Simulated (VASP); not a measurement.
# Zr2Nb3Cu3 in VASP: further runs

The runs below take Zr2Nb3Cu3 through single point, with PBE.

Everything below comes from runs of VASP 6.6.1. Logs are shortened: lines on timing, memory, paths and dates and some standing lists are left out, and cuts for length are marked.

**1. The cell of the first run**

The cell holds an amorphous packing of atoms, 16 atoms: a = 6.819 Å, b = 6.652 Å, c = 6.490 Å, α = 93.75°, β = 90.95°, γ = 89.10°.

**2. Single point, PBE**

Input file INCAR:

```
ALGO = Normal
EDIFF = 1E-6
ENCUT = 520
GGA = PE
ISIF = 2
ISMEAR = -1
ISYM = 0
LASPH = True
LCHARG = False
LREAL = Auto
LWAVE = False
NBANDS = 110
NELM = 100
PREC = Accurate
SIGMA = 0.2594
```

Input file KPOINTS:

```
Automatic mesh
0
Gamma
  1 1 1
  0.25 0.25 0.25
```

Input file POSCAR:

```
Zr2Nb3Cu3
1.0
    6.8185840000      0.0521060000     -0.0543080000
    0.0521060000      6.6479630000     -0.2149050000
   -0.0543080000     -0.2149050000      6.4861440000
Nb Cu Zr
6 6 4
Direct
    0.8103432652      0.7830933288      0.2211917888
    0.1079700208      0.4614740264      0.5082717423
    0.7810156263      0.8016868117      0.7183167535
    0.0926429955      0.0915353253      0.0114455761
    0.2637427329      0.7743598048      0.7736018710
    0.8030252534      0.2751588554      0.2165716193
    0.4318200668      0.3783032409      0.8094989168
   -0.0201375685      0.0579373502      0.4652570765
    0.5816058936      0.6365640702     -0.0321232994
    0.3153434701      0.3026682426      0.2056376781
    0.9789643446      0.5040638341      0.9075341889
    0.4805545848      0.0692247146      0.9575352776
    0.5054272855      0.0773354476      0.4216513724
    0.7596798122      0.2823978556      0.7282211746
    0.2207017041      0.7397603061      0.2252717573
    0.5494975364      0.5780241940      0.4486381125
```

Potentials or basis: VASP PAW PBE potentials, release 64 (Nb_sv, Cu, Zr_sv).

Run with:

```sh
$ cat potpaw_PBE.64/Nb_sv/POTCAR potpaw_PBE.64/Cu/POTCAR potpaw_PBE.64/Zr_sv/POTCAR > POTCAR
$ mpirun -np 1 vasp_std > vasp.out
```

OUTCAR:

```text
EDIFF = 1E-6
   ENCUT = 520
   GGA = PE
   ISIF = 2
   ISMEAR = -1
   ISYM = 0
   LASPH = True
   LREAL = Auto
   NELM = 100
   PREC = Accurate

 ion  position               nearest neighbor table
   1  0.810  0.783  0.221-   9 2.42   8 2.61  16 2.76  15 2.81  11 2.90  13 3.08
   2  0.108  0.461  0.508-  10 2.60  11 2.75  15 2.82   5 2.82   8 2.83   6 3.01  14 3.09  16 3.16

   3  0.781  0.802  0.718-   9 2.46  16 2.72  11 2.73   8 2.82  14 3.20  13 3.29  14 3.46
   4  0.093  0.092  0.011-  10 2.37   6 2.64  12 2.67   5 2.78  15 2.91  14 3.20
   5  0.264  0.774  0.774-   9 2.67  12 2.68   4 2.78   2 2.82  11 2.85   7 2.88  15 2.97  16 3.11

   6  0.803  0.275  0.217-   8 2.52   4 2.64  13 2.83  11 2.88  16 2.98   2 3.01  14 3.18  14 3.34

   7  0.432  0.378  0.809-   9 2.20  12 2.34  14 2.37  10 2.78   5 2.88  16 2.90  13 3.15
   8  0.980  0.058  0.465-   6 2.52   1 2.61  14 2.66   3 2.82   2 2.83  15 3.02  13 3.24
   9  0.582  0.637  0.968-   7 2.20   1 2.42   3 2.46   5 2.67  14 2.99  15 3.04  16 3.18
  10  0.315  0.303  0.206-   4 2.37  12 2.44  13 2.46   2 2.60   7 2.78  16 2.83  15 2.96
  11  0.979  0.504  0.908-  14 2.36   3 2.73   2 2.75   5 2.85   6 2.88   1 2.90  15 3.00
  12  0.481  0.069  0.958-   7 2.34  10 2.44   4 2.67   5 2.68  14 2.88  13 3.01
  13  0.505  0.077  0.422-  10 2.46   6 2.83  14 2.90  12 3.01   1 3.08   7 3.15  15 3.18   8 3.24
                             3 3.29  16 3.34  16 3.35
  14  0.760  0.282  0.728-  11 2.36   7 2.37   8 2.66  12 2.88  13 2.90   9 2.99  16 3.08   2 3.09
                             6 3.18   3 3.20   4 3.20   6 3.34   3 3.46
  15  0.221  0.740  0.225-   1 2.81   2 2.82  16 2.88   4 2.91  10 2.96   5 2.97  11 3.00   8 3.02
                             9 3.04  13 3.18
  16  0.549  0.578  0.449-   3 2.72   1 2.76  10 2.83  15 2.88   7 2.90   6 2.98  14 3.08   5 3.11
                             2 3.16   9 3.18  13 3.34  13 3.35

IMPORTANT INFORMATION: All symmetrisations will be switched off!
NOSYMM: (Re-)initialisation of all symmetry stuff for point group C_1.

----------------------------------------------------------------------------------------

                                     Primitive cell

  volume of cell :     293.6640

  direct lattice vectors                    reciprocal lattice vectors
     6.818584000  0.052106000 -0.054308000     0.146675995 -0.001111120  0.001191292
     0.052106000  6.647963000 -0.214905000    -0.001111120  0.150591719  0.004980243
    -0.054308000 -0.214905000  6.486144000     0.001191292  0.004980243  0.154349792

  length of vectors
     6.818999352  6.651639741  6.489930470     0.146685041  0.150678144  0.154434712

  position of ions in fractional coordinates (direct lattice)
     0.810343265  0.783093329  0.221191789
     0.107970021  0.461474026  0.508271742
     0.781015626  0.801686812  0.718316753
     0.092642996  0.091535325  0.011445576
     0.263742733  0.774359805  0.773601871
     0.803025253  0.275158855  0.216571619
     0.431820067  0.378303241  0.809498917
     0.979862432  0.057937350  0.465257077
     0.581605894  0.636564070  0.967876701
     0.315343470  0.302668243  0.205637678
     0.978964345  0.504063834  0.907534189
     0.480554585  0.069224715  0.957535278
     0.505427285  0.077335448  0.421651372
     0.759679812  0.282397856  0.728221175
     0.220701704  0.739760306  0.225271757
     0.549497536  0.578024194  0.448638112

  ion indices of the primitive-cell ions
   primitive index   ion index
                 1           1
                 2           2
                 3           3
                 4           4
                 5           5
                 6           6
                 7           7
                 8           8
                 9           9
                10          10
                11          11
                12          12
                13          13
                14          14
                15          15
                16          16

----------------------------------------------------------------------------------------

 KPOINTS: Automatic mesh

Automatic generation of k-mesh.
 Grid dimensions read from file:
 generate k-points for:    1    1    1

 Generating k-lattice:

  Cartesian coordinates                     Fractional coordinates (reciprocal lattice)
     0.146675995 -0.001111120  0.001191292     1.000000000 -0.000000000  0.000000000
    -0.001111120  0.150591719  0.004980243     0.000000000  1.000000000 -0.000000000
     0.001191292  0.004980243  0.154349792     0.000000000  0.000000000  1.000000000

  Length of vectors
     0.146685041  0.150678144  0.154434712

  Shift w.r.t. Gamma in fractional coordinates (k-lattice)
     0.250000000  0.250000000  0.250000000

 Subroutine IBZKPT returns following result:
 ===========================================

 Found      1 irreducible k-points:

 Following reciprocal coordinates:
            Coordinates               Weight
  0.250000  0.250000  0.250000      2.000000
   k-points           NKPTS =      1   k-points in BZ     NKDIM =      1   number of bands    NBANDS=    110
   number of dos      NEDOS =    301   number of ions     NIONS =     16
   total plane-waves  NPLWV = 129600
   dimension x,y,z NGX =    54 NGY =   50 NGZ =   48
   dimension x,y,z NGXF=   108 NGYF=  100 NGZF=   96
   ions per type =               6   6   4
   NGX,Y,Z   is equivalent  to a cutoff of  13.17, 12.50, 12.30 a.u.
   NGXF,Y,Z  is equivalent  to a cutoff of  26.33, 24.99, 24.59 a.u.
 SYSTEM =  unknown system
   PREC   = accura    normal or accurate (medium, high low for compatibility)
   ISTART =      0    job   : 0-new  1-cont  2-samecut
   ICHARG =      2    charge: 1-file 2-atom 10-const
   ISPIN  =      1    spin polarized calculation?
   LNONCOLLINEAR =      F non collinear calculations
   LSORBIT =      F    spin-orbit coupling
   LASPH  =      T    aspherical Exc in radial PAW
   ENCUT  =  520.0 eV  38.22 Ry    6.18 a.u.  12.68 12.37 12.07*2*pi/ulx,y,z
   NELM   =    100;   NELMIN=  2; NELMDL= -5     # of ELM steps
   EDIFF  = 0.1E-05   stopping-criterion for ELM
   LREAL  =      T    real-space projection
   EDIFFG = 0.1E-04   stopping-criterion for IOM
   NSW    =      0    number of steps for IOM
   IBRION =     -1    ionic relax: 0-MD 1-quasi-New 2-CG
[... 29 lines left out ...]
 maximum number of plane-waves:      7925
 NGX is ok and might be reduce to    50
   NGX = 25   NGY = 25   NGZ = 25

 number of electron     192.0000000 magnetization

 Free energy of the ion-electron system (eV)
  ---------------------------------------------------
  ext. energy  EPLUGINS =         0.00000000
  ---------------------------------------------------
  free energy    TOTEN  =      -112.09141805 eV

  energy without entropy =     -108.16990386  energy(sigma->0) =     -110.13066095

 E-fermi :   8.6742     XC(G=0): -11.6281

 val. band max:        8.6623315276   @ k =   0.2500   0.2500   0.2500
 cond. band min:       8.7088312668   @ k =   0.2500   0.2500   0.2500
 fundamental gap:      0.0464997392
 Fermi energy:         8.6742368987

 k-point     1 :       0.2500    0.2500    0.2500
  band No.  band energies     occupation
      1     -46.2557      2.00000
      2     -46.1892      2.00000
      3     -46.1561      2.00000
      4     -46.0999      2.00000
      5     -46.0401      2.00000
      6     -46.0077      2.00000
      7     -40.0600      2.00000
      8     -39.8742      2.00000
      9     -39.8192      2.00000
     10     -39.5767      2.00000
     11     -22.6853      2.00000
     12     -22.4445      2.00000
     13     -22.4024      2.00000
     14     -22.3934      2.00000
     15     -22.3312      2.00000
     16     -22.3018      2.00000
     17     -22.2873      2.00000
     18     -22.2525      2.00000
     19     -22.2446      2.00000
     20     -22.2108      2.00000
     21     -22.2007      2.00000
     22     -22.1573      2.00000
     23     -22.1159      2.00000
     24     -22.0970      2.00000
     25     -22.0614      2.00000
     26     -22.0391      2.00000
     27     -21.9026      2.00000
     28     -21.6375      2.00000
     29     -18.4281      2.00000
     30     -18.2322      2.00000
     31     -18.1251      2.00000
     32     -18.0962      2.00000
     33     -17.9944      2.00000
     34     -17.9684      2.00000
     35     -17.9018      2.00000
     36     -17.8871      2.00000
     37     -17.7513      2.00000
     38     -17.6529      2.00000
     39     -17.6184      2.00000
     40     -17.4659      2.00000
     41       2.4581      2.00000
     42       3.6712      2.00000
     43       3.8727      2.00000
     44       4.1762      2.00000
     45       4.3265      2.00000
     46       4.3472      2.00000
     47       4.4300      2.00000
     48       4.4993      2.00000
     49       4.5519      2.00000
     50       4.5986      2.00000
     51       4.6442      2.00000
     52       4.6911      2.00000
     53       4.7286      2.00000
     54       4.7878      2.00000
     55       4.8351      2.00000
     56       4.9251      2.00000
     57       4.9680      2.00000
     58       5.0367      2.00000
     59       5.1037      2.00000
     60       5.1371      2.00000
     61       5.1611      2.00000
     62       5.2193      2.00000
     63       5.2869      2.00000
     64       5.3064      2.00000
     65       5.3499      1.99999
     66       5.3673      1.99999
     67       5.3907      1.99999
     68       5.4427      1.99999
     69       5.5882      1.99999
     70       5.6232      1.99998
     71       5.6961      1.99998
     72       5.7404      1.99998
     73       5.8199      1.99997
     74       5.9700      1.99994
     75       6.0810      1.99991
     76       6.1452      1.99988
     77       6.2290      1.99984
     78       6.5026      1.99954
     79       6.6632      1.99914
     80       6.7743      1.99868
     81       6.8456      1.99827
     82       6.8806      1.99802
     83       7.0739      1.99582
     84       7.1829      1.99365
     85       7.3331      1.98870
     86       7.4675      1.98110
     87       7.5724      1.97180
     88       7.6652      1.95992
     89       7.8257      1.92685
     90       7.9662      1.87748
     91       8.0797      1.81642
     92       8.1765      1.74398
     93       8.3484      1.55674
     94       8.3814      1.51130
     95       8.5195      1.28973
     96       8.6623      1.02294
     97       8.7088      0.93342
     98       8.8171      0.73144
     99       8.9025      0.58639
    100       9.0406      0.39171
    101       9.1300      0.29436
    102       9.2429      0.20093
    103       9.4213      0.10630
    104       9.5790      0.05931
    105       9.7603      0.02993
    106       9.9191      0.01634
    107      10.0747      0.00900
    108      10.2218      0.00512
 [bands above 108 left out]

------------------------ aborting loop because EDIFF is reached ----------------------------------------

  FORCE on cell =-STRESS in cart. coord.  units (eV):
  Direction    XX          YY          ZZ          XY          YZ          ZX
  --------------------------------------------------------------------------------------
  -------------------------------------------------------------------------------------
  Total        6.0610493      2.7408206     -1.5705062      6.3471324      2.7947896      5.2546350
  in kB       33.0679802     14.9534175     -8.5683958     34.6287974     15.2478627     28.6683308
  external PRESSURE =      13.1510007 kB  Pullay stress =       0.0000000 kB

 VOLUME and BASIS-vectors are now :
 -----------------------------------------------------------------------------
  energy-cutoff  :      520.00
  volume of cell :      293.66
      direct lattice vectors                 reciprocal lattice vectors
     6.818584000  0.052106000 -0.054308000     0.146675995 -0.001111120  0.001191292
     0.052106000  6.647963000 -0.214905000    -0.001111120  0.150591719  0.004980243
    -0.054308000 -0.214905000  6.486144000     0.001191292  0.004980243  0.154349792

 POSITION                                       TOTAL-FORCE (eV/Angst)
 -----------------------------------------------------------------------------------
      5.55418      5.20066      1.22238         0.452078      1.024280      0.326861
      0.73265      2.96426      3.19169        -1.261334     -0.123935      0.403540
      5.32818      5.21591      4.44440         1.416640      0.545060     -0.688681
      0.63584      0.61089      0.04953        -1.845029     -1.033566     -1.056231
      1.79669      4.99541      4.83696        -0.301446      0.459516     -1.821819
      5.47807      1.82455      1.30197        -0.151385      1.358465     -0.860962
      2.92015      2.36348      5.14578        -3.636318     -0.441917     -0.297203
      6.65903      0.33624      2.95206         1.316671     -0.486237      0.585831
      3.94633      4.05416      6.10940        -0.325701     -0.030633      0.780438
      2.15480      1.98437      1.25163         0.643361      2.190061     -0.398658
      6.65213      3.20697      5.72491         1.780600      1.162400      1.358912
      3.22831      0.27946      6.16974         1.272741     -1.202505      0.337928
      3.42743      0.44984      2.69082        -0.363303     -1.479692      1.260363
      5.15511      1.76046      4.62140         1.091920     -1.342020     -0.333528
      1.53119      4.88099      1.29018        -0.089452     -0.034675     -0.173887
      3.75255      3.77490      2.75587        -0.000043     -0.564602      0.577098
 -----------------------------------------------------------------------------------
    total drift:                               -0.002741     -0.000131     -0.001052

  FREE ENERGIE OF THE ION-ELECTRON SYSTEM (eV)
  ---------------------------------------------------
  free  energy   TOTEN  =      -112.0914180452 eV

  energy  without entropy=     -108.1699038612  energy(sigma->0) =     -110.13066095
```

Run time: 3.3 min. Hardware: 1 thread of Intel Xeon 6975P-C, shared host; peak memory 0.36 GiB.

What came out:

```
Free energy            : -112.0914 eV
Pressure               : 1.3 GPa
Largest force          : 3.675 eV/Å
Band gap on the k mesh : 0.05 eV
```

Forces on the atoms (eV/Å):
```
Nb   0.452  1.024  0.327
Nb  -1.261 -0.124  0.404
Nb   1.417  0.545 -0.689
Nb  -1.845 -1.034 -1.056
Nb  -0.301  0.460 -1.822
Nb  -0.151  1.358 -0.861
Cu  -3.636 -0.442 -0.297
Cu   1.317 -0.486  0.586
Cu  -0.326 -0.031  0.780
Cu   0.643  2.190 -0.399
Cu   1.781  1.162  1.359
Cu   1.273 -1.203  0.338
Zr  -0.363 -1.480  1.260
Zr   1.092 -1.342 -0.334
Zr  -0.089 -0.035 -0.174
Zr   0.000 -0.565  0.577
```

Levels at points of the mesh, in eV from the valence-band top:
```csv
k point,band 92,band 93,band 94,band 95,band 96,band 97,band 98,band 99,band 100,band 101
"(0.25, 0.25, 0.25)",-0.49,-0.31,-0.28,-0.14,0.00,0.05,0.15,0.24,0.38,0.47
```

Caveat: the k points lie up to 0.97 Å⁻¹ apart.

**3. Single point, PBE**

Input file INCAR:

```
PREC = Accurate
ENCUT = 520
EDIFF = 1E-7
ISMEAR = -1
SIGMA = 0.2594
LREAL = Auto
LASPH = T
NELM = 60
ALGO = Normal
ISIF = 2
LWAVE = F
LCHARG = F
GGA = PE
ISYM = 0
NBANDS = 110
```

KPOINTS is that of step 2.

Input file POSCAR:

```
Zr2Nb3Cu3
1.0
    6.8185840000      0.0521060000     -0.0543080000
    0.0521060000      6.6479630000     -0.2149050000
   -0.0543080000     -0.2149050000      6.4861440000
Nb Cu Zr
6 6 4
Direct
    0.8434538531      0.8177693252      0.2214523774
    0.0424750070      0.5004307166      0.4423261025
    0.8839701012      0.7967050564      0.6691555951
    0.0282917263      0.0846869232      0.0039259243
    0.2393475697      0.7416995235      0.7548704475
    0.7642143477      0.3266642303      0.1524248813
    0.4237214543      0.3817811938      0.8074762374
   -0.0136150200      0.0842540348      0.3952084950
    0.6118878697      0.6268829443      0.0237018613
    0.2600621497      0.2560175484      0.1859332612
    1.0704347810      0.4749680354      0.9121704942
    0.5494651396     -0.0213320098      1.0561737447
    0.4263267761      0.0528190723      0.4387958450
    0.7566495109      0.2539439806      0.6857968236
    0.3015885976      0.7290249580      0.2030595963
    0.5852443911      0.5743919960      0.4622948803
```

Potentials or basis: VASP PAW PBE potentials, release 64 (Nb_sv, Cu, Zr_sv).

Run with:

```sh
$ cat potpaw_PBE.64/Nb_sv/POTCAR potpaw_PBE.64/Cu/POTCAR potpaw_PBE.64/Zr_sv/POTCAR > POTCAR
$ mpirun -np 1 vasp_std > vasp.out
```

Wall time 4.1 min (1 thread of Intel Xeon 6975P-C, shared host); peak memory 0.36 GiB.

It converged, with:

```yaml
Free_energy: -110.6473 eV
Pressure: 6.2 GPa
Largest_force: 3.910 eV/Å
Band_gap_on_the_k_mesh: 0.10 eV
```

Forces in eV/Å, atoms in the order of the input:
```
Nb  -0.014 -1.486 -0.163
Nb   0.392 -1.523  0.358
Nb  -1.511  0.492  1.080
Nb  -0.978 -1.964 -3.179
Nb   2.228  1.039 -0.580
Nb  -0.663 -0.700  1.049
Cu  -1.335 -0.446  0.536
Cu   1.955  1.616  2.047
Cu  -0.341 -0.811 -3.068
Cu   2.628  2.880  0.300
Cu  -1.067 -0.301  0.626
Cu  -0.180  1.696 -1.611
Zr   0.339  0.279  2.506
Zr   1.447 -0.119  0.225
Zr  -2.078 -0.448 -0.664
Zr  -0.824 -0.201  0.538
```

Stress tensor (GPa, compression positive):
```
6.96 3.08 4.16
3.08 7.52 2.36
4.16 2.36 4.18
```

Levels at points of the mesh, in eV from the valence-band top:
```tsv
k point	band 92	band 93	band 94	band 95	band 96	band 97	band 98	band 99	band 100	band 101
(0.25, 0.25, 0.25)	-0.55	-0.40	-0.30	-0.27	0.00	0.10	0.21	0.38	0.46	0.56
```

Caveat: the k points lie up to 0.97 Å⁻¹ apart.

**4. Single point, PBE**

Input file INCAR:

```
  PREC = Accurate
  ENCUT = 520
  EDIFF = 1E-6
  ISMEAR = -1
  SIGMA = 0.2594
  LREAL = Auto
  LASPH = True
  NELM = 60
  ALGO = Normal
  ISIF = 2
  LWAVE = False
  LCHARG = True
  GGA = PE
  LELF = True
  LVHAR = True
  NBANDS = 110
  ISYM = 0
```

KPOINTS is that of step 3.

Input file POSCAR:

```
Zr2Nb3Cu3
1.0
    6.8185840000      0.0521060000     -0.0543080000
    0.0521060000      6.6479630000     -0.2149050000
   -0.0543080000     -0.2149050000      6.4861440000
Nb Cu Zr
6 6 4
Direct
    0.8660534065      0.8511088911      0.1891393692
    0.0502434215      0.5149954360      0.5366491576
    0.8594714094      0.8023571704      0.6828942961
    0.0959289305      0.0700911987     -0.0084215433
    0.2998594214      0.7250082338      0.7358571842
    0.7307490510      0.2645370009      0.1772253042
    0.4095214724      0.3751523634      0.7995000436
    0.0886382588      0.1576684197      0.3962746585
    0.6702289603      0.5725415873      0.0262266524
    0.3711269798      0.2392443396      0.0983013897
    1.0247814420      0.4915025704      0.9012222347
    0.5517425854      0.0289174488      0.9224412132
    0.4213725242      0.0393544220      0.4466847115
    0.7777661226      0.2707606176      0.7132446848
    0.2722337025      0.6448090043      0.1816635812
    0.5925222619      0.5578885453      0.4719591080
```

Run with:

```sh
$ cat potpaw_PBE.64/Nb_sv/POTCAR potpaw_PBE.64/Cu/POTCAR potpaw_PBE.64/Zr_sv/POTCAR > POTCAR
$ mpirun -np 1 vasp_std > vasp.out
```

Wall time 2.8 min (1 thread of Intel Xeon 6975P-C, shared host); peak memory 0.36 GiB.

The run converged. Its results:

```
Free energy            : -110.4396 eV
Pressure               : 4.9 GPa
Largest force          : 4.289 eV/Å
Band gap on the k mesh : 0.06 eV
```

Forces on the atoms (eV/Å):
```
Nb  -0.161  0.091  1.416
Nb   0.983 -0.647 -2.808
Nb  -0.058  1.900  0.862
Nb  -1.566 -1.574 -1.595
Nb   0.513  2.131  0.685
Nb   2.502 -1.142  1.527
Cu  -0.508 -0.119 -0.958
Cu  -1.439 -0.417 -0.198
Cu  -1.350  1.344 -1.709
Cu  -0.487  2.551  3.414
Cu   0.052  0.206  2.172
Cu   0.604 -3.116 -1.410
Zr   1.751 -0.402  0.501
Zr  -0.431 -1.824 -0.681
Zr   0.271  0.620 -0.060
Zr  -0.677  0.398 -1.158
```

Stress tensor (GPa, compression positive):
```
5.13 1.87 2.86
1.87 5.96 1.68
2.86 1.68 3.52
```

Levels at points of the mesh, in eV from the valence-band top:
```
           k point  band 92  band 93  band 94  band 95  band 96  band 97  band 98  band 99  band 100  band 101
(0.25, 0.25, 0.25)    -0.52    -0.40    -0.26    -0.09     0.00     0.06     0.14     0.18      0.39      0.55
```

Caveat: the k points lie up to 0.97 Å⁻¹ apart.
